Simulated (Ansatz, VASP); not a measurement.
## CrSiB3: VASP beside Ansatz

```xyz
5
Lattice="3.5581 0.0000 0.0000 0.0000 3.5581 0.0000 0.0000 0.0000 3.5581" Properties=species:S:1:pos:R:3 pbc="T T T"
Cr    0.0000    0.0000    0.0000
Si    1.7791    1.7791    1.7791
B     1.7791    0.0000    1.7791
B     1.7791    1.7791    0.0000
B     0.0000    1.7791    1.7791
```

Change from the starting cell: species swapped into the RbHgF3 type (Pm-3m, No. 221).

Alike in both runs: task relaxation of cell and atoms; functional PBE; k mesh 6 × 6 × 6; occupations gaussian, width 0.1 eV; collinear spin.

|  | VASP | Ansatz |
| --- | --- | --- |
| version | VASP 6.6.1 | Ansatz 0.2.0 |
| potentials or method | VASP PAW PBE potentials, release 64 (Cr_pv, Si, B), cutoff 600 eV | scalar-relativistic, plane waves, PAW |
| valence electrons in the cell | 25 | 27 |

VASP gave:

| Item | Value |
| --- | --- |
| gap on the k mesh at the Fermi level, each at its own relaxed structure (eV) | none |
| net moment per atom (μB) | 0.09 |
| size of the moment on the site where the two differ most (μB) | 0.47 |
| relaxed volume (Å³/atom) | 11.55 |
| relaxed length of the cell vector where the two differ most in proportion (Å) | 3.865 |

**Question.** Estimate Ansatz's values.

**Answer.** gap on the k mesh at the Fermi level, each at its own relaxed structure (eV): none; net moment per atom (μB): 0.71; size of the moment on the site where the two differ most (μB): 3.46; relaxed volume (Å³/atom): 12.08; relaxed length of the cell vector where the two differ most in proportion (Å): 3.924.

The net moments are unlike, so the other rows may belong to different states. Site moments also hang on the region over which each program counts them. A gap of «none» marks a metal or a gap that the smearing closes. VASP's potentials hold 25 valence electrons a cell and Ansatz's 27, so a difference there can come from the potentials and not from the codes.

Noted on VASP's run: the volume moved by over 15 % at a fixed basis, so the end points are rough.
